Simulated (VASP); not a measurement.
Al2O3: relaxation of cell and atoms with PBE

Al2O3:

```
CELL_PARAMETERS angstrom
-4.76212 4.76212 4.76212
4.76212 -4.76212 4.76212
4.76212 4.76212 -4.76212
ATOMIC_POSITIONS crystal
Al 0.75000 0.75000 0.75000
Al 0.50000 0.00000 0.75000
Al 0.00000 0.75000 0.50000
Al 0.75000 0.50000 0.00000
O 0.62500 0.87500 0.75000
O 0.87500 0.75000 0.62500
O 0.75000 0.62500 0.87500
O 0.25000 0.87500 0.62500
O 0.62500 0.25000 0.87500
O 0.87500 0.62500 0.25000
```

The cell was built from a structure type or drawn by symmetry, and may not be a known phase.

- Program: VASP 6.6.1
- Task: relaxation of cell and atoms
- Functional: PBE
- Potentials or basis: VASP PAW PBE potentials, release 64 (Al, O)
- Cutoff: 600 eV
- k mesh: 4 × 4 × 4
- Occupations: gaussian, width 0.02 eV
- Spin: no spin polarisation
- Dipole correction: no
- Further INCAR settings: ALGO = Normal; EDIFF = 1e-06; IBRION = 2; EDIFFG = -0.01; NSW = 100; ISIF = 3

```json
{
 "Relaxed volume": "43.27 Å³/atom",
 "Relaxed cell": "a = 8.253 Å, b = 8.253 Å, c = 8.253 Å, α = 109.47°, β = 109.47°, γ = 109.47°",
 "Space group after relaxing (to 0.1 Å)": "I4_132 (No. 214)",
 "Energy gained by relaxing": "0.0 meV/atom",
 "Ionic steps": "3",
 "Pressure after relaxing": "0.0 GPa",
 "Band gap on the k mesh": "4.02 eV (least direct gap 4.19 eV)"
}
```

The path:
```csv
step,energy change (eV),largest force (eV/Å),pressure (GPa),volume (Å³)
1,0.0000,0.0000,0.07,431.98
2,-0.0001,0.0000,-0.04,433.13
3,-0.0002,0.0000,0.00,432.67
```

Final structure:
```yaml
crystal:
  lattice:
    - [-4.76467, 4.76467, 4.76467]
    - [4.76467, -4.76467, 4.76467]
    - [4.76467, 4.76467, -4.76467]
  atoms:
    - { symbol: Al, position: [0.75000, 0.75000, 0.75000] }
    - { symbol: Al, position: [0.50000, 0.00000, 0.75000] }
    - { symbol: Al, position: [0.00000, 0.75000, 0.50000] }
    - { symbol: Al, position: [0.75000, 0.50000, 0.00000] }
    - { symbol: O, position: [0.62500, 0.87500, 0.75000] }
    - { symbol: O, position: [0.87500, 0.75000, 0.62500] }
    - { symbol: O, position: [0.75000, 0.62500, 0.87500] }
    - { symbol: O, position: [0.25000, 0.87500, 0.62500] }
    - { symbol: O, position: [0.62500, 0.25000, 0.87500] }
    - { symbol: O, position: [0.87500, 0.62500, 0.25000] }
```

Levels at points of the mesh, in eV from the valence-band top:
```csv
k point,band 20,band 21,band 22,band 23,band 24,band 25,band 26,band 27,band 28,band 29
"(0.00, 0.00, 0.00)",-0.82,-0.36,-0.18,-0.18,-0.18,4.02,6.91,6.91,6.91,7.07
"(0.50, 0.00, 0.00)",-0.75,-0.53,-0.20,-0.09,0.00,4.75,5.36,6.50,6.75,6.76
"(0.50, 0.50, 0.50)",-0.70,-0.70,0.00,0.00,0.00,5.60,5.60,5.60,6.35,6.35
```

It took 5.2 min on 1 thread of Intel(R) Xeon(R) 6975P-C (Granite Rapids), on a shared host, peak memory 0.76 GiB.

A k mesh can miss the band edges.
